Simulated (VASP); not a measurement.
# Os (P6_3/mmc) in VASP: a series of runs

Os is run at these levels: PBEsol+D3(BJ), PBE, PBEsol; tasks: relaxation of cell and atoms, single point.

Everything below comes from runs of VASP 6.6.1. Logs are shortened: lines on timing, memory, paths and dates and some standing lists are left out, and cuts for length are marked.

## 1. The cell of the first run

Symmetry: P6_3/mmc, No. 194, hexagonal system. Conventional cell: a = 2.734 Å, b = 2.734 Å, c = 4.320 Å, α = 90.00°, β = 90.00°, γ = 120.00°. Os (site symmetry -6m2) has 12 Os at 2.68 to 2.73 Å within 3.5 Å.

## 2. Relaxation of cell and atoms, PBEsol+D3(BJ)

Input file INCAR:

```
SYSTEM = Os
PREC = Accurate
ENCUT = 600
EDIFF = 1E-6
ISMEAR = -1
SIGMA = 0.05
LREAL = .FALSE.
LASPH = .TRUE.
NELM = 80
ALGO = Fast
ISIF = 3
LWAVE = .FALSE.
LCHARG = .FALSE.
GGA = PS
IVDW = 12
IBRION = 2
NSW = 60
EDIFFG = -0.01
```

Input file KPOINTS:

```
regular mesh
0
G
  11 11 6
  0 0 0
```

Input file POSCAR:

```
Os
1.0
    2.7341000000      0.0000000000      0.0000000000
   -1.3670500000      2.3678000565      0.0000000000
    0.0000000000      0.0000000000      4.3197000000
Os
2
Direct
    0.6666666667      0.3333333333      0.7500000000
    0.3333333333      0.6666666667      0.2500000000
```

Potentials or basis: VASP PAW PBE potentials, release 64 (Os).

Started as:

```bash
$ cat potpaw_PBE.64/Os/POTCAR > POTCAR
$ mpirun -np 1 vasp_std > vasp.out
```

OUTCAR:

```text
SYSTEM = Os
   PREC = Accurate
   ENCUT = 600
   EDIFF = 1E-6
   ISMEAR = -1
   LREAL = .FALSE.
   LASPH = .TRUE.
   NELM = 80
   ISIF = 3
   GGA = PS
   IVDW = 12
   IBRION = 2
   NSW = 60
   EDIFFG = -0.01
 IVDW          = 12

 ion  position               nearest neighbor table
   1  0.667  0.333  0.750-   2 2.68   2 2.68   2 2.68   2 2.68   2 2.68   2 2.68
   2  0.333  0.667  0.250-   1 2.68   1 2.68   1 2.68   1 2.68   1 2.68   1 2.68

  LATTYP: Found a hexagonal cell.
 ALAT       =     2.7341000000
 C/A-ratio  =     1.5799348963

  Lattice vectors:

 A1 = (   2.7341000000,   0.0000000000,   0.0000000000)
 A2 = (  -1.3670500000,   2.3678000565,   0.0000000000)
 A3 = (   0.0000000000,   0.0000000000,   4.3197000000)

Analysis of symmetry for initial positions (statically):
=====================================================================
 Subroutine PRICEL returns:
 Original cell was already a primitive cell.

 Routine SETGRP: Setting up the symmetry group for a
 hexagonal supercell.

 Subroutine GETGRP returns: Found 24 space group operations
 (whereof 12 operations were pure point group operations)
 out of a pool of 24 trial point group operations.

The static configuration has the point symmetry D_3d.
 The point group associated with its full space group is D_6h.

Analysis of symmetry for dynamics (positions and initial velocities):
=====================================================================
 Subroutine PRICEL returns:
 Original cell was already a primitive cell.

 Routine SETGRP: Setting up the symmetry group for a
 hexagonal supercell.

 Subroutine GETGRP returns: Found 24 space group operations
 (whereof 12 operations were pure point group operations)
 out of a pool of 24 trial point group operations.

The dynamic configuration has the point symmetry D_3d.
 The point group associated with its full space group is D_6h.

 Subroutine INISYM returns: Found 24 space group operations
 (whereof 12 operations are pure point group operations),
 and found     1 'primitive' translations

----------------------------------------------------------------------------------------

                                     Primitive cell

  volume of cell :      27.9649

  direct lattice vectors                    reciprocal lattice vectors
     2.734100000  0.000000000  0.000000000     0.365751070  0.211166479  0.000000000
    -1.367050000  2.367800057  0.000000000     0.000000000  0.422332957  0.000000000
     0.000000000  0.000000000  4.319700000     0.000000000  0.000000000  0.231497558

  length of vectors
     2.734100000  2.734100000  4.319700000     0.422332957  0.422332957  0.231497558

  position of ions in fractional coordinates (direct lattice)
     0.666666667  0.333333333  0.750000000
     0.333333333  0.666666667  0.250000000

  ion indices of the primitive-cell ions
   primitive index   ion index
                 1           1
                 2           2

----------------------------------------------------------------------------------------

 KPOINTS: regular mesh

Automatic generation of k-mesh.
 Grid dimensions read from file:
 generate k-points for:   11   11    6

 Generating k-lattice:

  Cartesian coordinates                     Fractional coordinates (reciprocal lattice)
     0.033250097  0.019196953  0.000000000     0.090909091 -0.000000000  0.000000000
     0.000000000  0.038393905  0.000000000     0.000000000  0.090909091  0.000000000
     0.000000000  0.000000000  0.038582926     0.000000000  0.000000000  0.166666667

  Length of vectors
     0.038393905  0.038393905  0.038582926

  Shift w.r.t. Gamma in fractional coordinates (k-lattice)
     0.000000000  0.000000000  0.000000000

 Subroutine IBZKPT returns following result:
 ===========================================

 Found     64 irreducible k-points:

 Following reciprocal coordinates:
            Coordinates               Weight
  0.000000  0.000000  0.000000      1.000000
  0.090909  0.000000  0.000000      6.000000
  0.181818  0.000000  0.000000      6.000000
  0.272727 -0.000000  0.000000      6.000000
  0.363636 -0.000000  0.000000      6.000000
  0.454545  0.000000  0.000000      6.000000
[... 16 lines left out ...]
  0.090909  0.090909  0.166667     12.000000
  0.181818  0.090909  0.166667     24.000000
 [... further k-points ...]
   k-points           NKPTS =     64   k-points in BZ     NKDIM =     64   number of bands    NBANDS=     12
   number of dos      NEDOS =    301   number of ions     NIONS =      2
   total plane-waves  NPLWV =  20736
   dimension x,y,z NGX =    24 NGY =   24 NGZ =   36
   dimension x,y,z NGXF=    48 NGYF=   48 NGZF=   72
   ions per type =               2
   NGX,Y,Z   is equivalent  to a cutoff of  14.59, 14.59, 13.85 a.u.
   NGXF,Y,Z  is equivalent  to a cutoff of  29.19, 29.19, 27.71 a.u.
 SYSTEM =  Os
   PREC   = accura    normal or accurate (medium, high low for compatibility)
   ISTART =      0    job   : 0-new  1-cont  2-samecut
   ICHARG =      2    charge: 1-file 2-atom 10-const
   ISPIN  =      1    spin polarized calculation?
   LNONCOLLINEAR =      F non collinear calculations
   LSORBIT =      F    spin-orbit coupling
   LASPH  =      T    aspherical Exc in radial PAW
   ENCUT  =  600.0 eV  44.10 Ry    6.64 a.u.   5.46  5.46  8.63*2*pi/ulx,y,z
   NELM   =     80;   NELMIN=  2; NELMDL= -5     # of ELM steps
   EDIFF  = 0.1E-05   stopping-criterion for ELM
   LREAL  =      F    real-space projection
   EDIFFG = -.1E-01   stopping-criterion for IOM
   NSW    =     60    number of steps for IOM
   IBRION =      2    ionic relax: 0-MD 1-quasi-New 2-CG
   NFREE  =      1    steps in history (QN), initial steepest desc. (CG)
   ISIF   =      3    stress and relaxation
   ISYM   =      2    0-nonsym 1-usesym 2-fastsym
   POTIM  = 0.5000    time-step for ionic-motion
   TEBEG  =    0.0;   TEEND  =   0.0 temperature during run
   PSTRESS=    0.0 pullay stress
   NELECT =      16.0000    total number of electrons
   NUPDOWN=      -1.0000    fix difference up-down
   EMIN   =  10.00;   EMAX   =-10.00  energy-range for DOS
   EFERMI =   0.00;   METHOD = LEGACY
   ISMEAR =    -1;   SIGMA  =   0.05  broadening in eV -4-tet -1-fermi 0-gaus
   EFERMI_NEDOS =   21; number of points for ismear=-14 and -15
   IALGO  =     68    algorithm
   IMIX   =      4    mixing-type and parameters
     AMIX     =   0.40;   BMIX     =  1.00
     AMIX_MAG =   1.60;   BMIX_MAG =  1.00
  volume/ion in A,a.u.               =      13.98        94.36
  Fermi-wavevector in a.u.,A,eV,Ry     =   1.359076  2.568282 25.131161  1.847088
  Thomas-Fermi vector in A             =   2.485855
   LORBIT       =      0    0 simple, 1 ext, 2 COOP (PROOUT), +10 PAW based schemes
   GGA     = PS    functional components
   LHFCALC =     F    Hartree Fock is set to
   AEXX    =    0.0000 exact exchange contribution
   IVDW    =    12    specifies the selected vdW correction
   LEPSILON=     F    determine dielectric tensor
   LRPA    =     F    only Hartree local field effects (RPA)
 conjugate gradient relaxation of ions
 non-spin polarized calculation
 RMM-DIIS sequential band-by-band and
  energy-cutoff  :      600.00
  volume of cell :       27.96
 maximum number of plane-waves:       965
 NGX is ok and might be reduce to    24
   NGX = 11   NGY = 11   NGZ = 17

--------------------------------------- Ionic step        1  -------------------------------------------

 number of electron      16.0000001 magnetization

 Free energy of the ion-electron system (eV)
  ---------------------------------------------------
  ext. energy  EPLUGINS =         0.00000000
  ---------------------------------------------------
  free energy    TOTEN  =       -24.47575181 eV

  energy without entropy =      -24.46260800  energy(sigma->0) =      -24.46917991

------------------------ aborting loop because EDIFF is reached ----------------------------------------

 Edisp (eV)   -1.33586

 E8    (eV) :    -0.9534
[... 31 lines left out ...]
--------------------------------------- Ionic step        2  -------------------------------------------

 number of electron      16.0000000 magnetization

 E-fermi :  11.3101     XC(G=0): -14.8871

 val. band max:       11.2984578353   @ k =   0.0909   0.0000   0.3333
 cond. band min:      11.3763664268   @ k =   0.3636   0.0909   0.3333
 fundamental gap:      0.0779085915
 Fermi energy:        11.3101015755

 k-point     1 :       0.0000    0.0000    0.0000
  band No.  band energies     occupation
      1      -0.8214      2.00000
      2       2.2258      2.00000
      3       7.6435      2.00000
      4       7.6435      2.00000
      5       7.9706      2.00000
      6       8.6900      2.00000
      7       8.6900      2.00000
      8       9.4798      2.00000
      9       9.4798      2.00000
     10      11.4444      0.12769
     11      13.4021      0.00000
     12      13.4021      0.00000
[... 331 lines left out ...]
 k-point    24 :       0.1818    0.0909    0.1667
  band No.  band energies     occupation
      1       1.7758      2.00000
      2       4.0681      2.00000
      3       5.6727      2.00000
      4       5.9189      2.00000
      5       7.3602      2.00000
      6       8.1197      2.00000
      7       8.8758      2.00000
      8       9.9551      2.00000
      9      10.6976      1.99999
     10      11.1744      1.87580
     11      14.0065      0.00000
     12      17.9938      0.00000

 [... further k-points ...]

------------------------ aborting loop because EDIFF is reached ----------------------------------------

 Edisp (eV)   -1.51776

 E8    (eV) :    -1.0832
[... 271 lines left out ...]
--------------------------------------- Ionic step        9  -------------------------------------------

 number of electron      16.0000000 magnetization

 Free energy of the ion-electron system (eV)
  ---------------------------------------------------
  ext. energy  EPLUGINS =         0.00000000
  ---------------------------------------------------
  free energy    TOTEN  =       -24.46471874 eV

  energy without entropy =      -24.45202563  energy(sigma->0) =      -24.45837219

 E-fermi :   9.6110     XC(G=0): -14.2832

 val. band max:        9.5920443386   @ k =   0.0909   0.0000   0.3333
 cond. band min:       9.6419879820   @ k =   0.0000   0.0000   0.0000
 fundamental gap:      0.0499436435
 Fermi energy:         9.6109638007

 k-point     1 :       0.0000    0.0000    0.0000
  band No.  band energies     occupation
      1      -1.5480      2.00000
      2       1.6102      2.00000
      3       6.4875      2.00000
      4       6.4875      2.00000
      5       6.7361      2.00000
      6       7.3636      2.00000
      7       7.3636      2.00000
      8       8.0504      2.00000
      9       8.0504      2.00000
     10       9.6420      0.69934
     11      11.4120      0.00000
     12      11.4120      0.00000
[... 331 lines left out ...]
 k-point    24 :       0.1818    0.0909    0.1667
  band No.  band energies     occupation
      1       0.8114      2.00000
      2       3.2656      2.00000
      3       4.7107      2.00000
      4       4.9384      2.00000
      5       6.2291      2.00000
      6       6.8755      2.00000
      7       7.4773      2.00000
      8       8.4541      2.00000
      9       9.0924      1.99994
     10       9.4866      1.84662
     11      11.8740      0.00000
     12      15.3678      0.00000

 [... further k-points ...]

------------------------ aborting loop because EDIFF is reached ----------------------------------------

 Edisp (eV)   -1.36623

 E8    (eV) :    -0.9751
[... 25 lines left out ...]
  FREE ENERGIE OF THE ION-ELECTRON SYSTEM (eV)
  ---------------------------------------------------
  free  energy   TOTEN  =       -25.8309466679 eV

  energy  without entropy=      -25.8182535578  energy(sigma->0) =      -25.82460011

 reached required accuracy - stopping structural energy minimisation
```

Wall time 3.8 min (1 thread of AMD EPYC 7R13, shared host); peak memory 0.15 GiB.

Results:

* Free energy: -25.8309 eV
* Relaxed volume: 13.67 Å³/atom
* Relaxed cell: a = 2.713 Å, b = 2.713 Å, c = 4.290 Å, α = 90.00°, β = 90.00°, γ = 120.00°
* Space group after relaxing (to 0.05 Å): P6_3/mmc (No. 194)
* Energy gained by relaxing: 9.7 meV/atom
* Ionic steps: 9
* Pressure after relaxing: 0.0 GPa
* Band gap on the k mesh: zero (band 8 reaches 11.85 eV, above the bottom of band 9 at 7.81 eV)
* Dispersion energy per atom: -0.683 eV

Step by step:
```csv
step,energy change (eV),largest force (eV/Å),pressure (GPa),volume (Å³)
1,0.0000,0.0000,-9.82,27.96
2,0.4593,0.0000,62.56,24.64
3,-0.0193,0.0000,-0.52,27.38
4,-0.0193,0.0000,-0.08,27.35
5,-0.0193,0.0000,0.14,27.34
6,-0.0193,0.0000,0.17,27.34
7,-0.0193,0.0000,0.16,27.34
8,-0.0193,0.0000,-0.50,27.38
9,-0.0193,0.0000,-0.03,27.35
```

Final structure:
```
Os
1.0
     2.71294    0.00000    0.00000
    -1.35647    2.34947    0.00000
     0.00000    0.00000    4.29050
Os
2
Direct
  0.66667 0.33333 0.75000
  0.33333 0.66667 0.25000
```

Caveat: the PAW data sets were made with another functional, which shifts forces and pressure a little; spin-orbit coupling is left out, which moves the levels of the heavy elements; pairwise dispersion overbinds metals, which lowers pressure and volume.

(Part 1 of 2 ends here.)
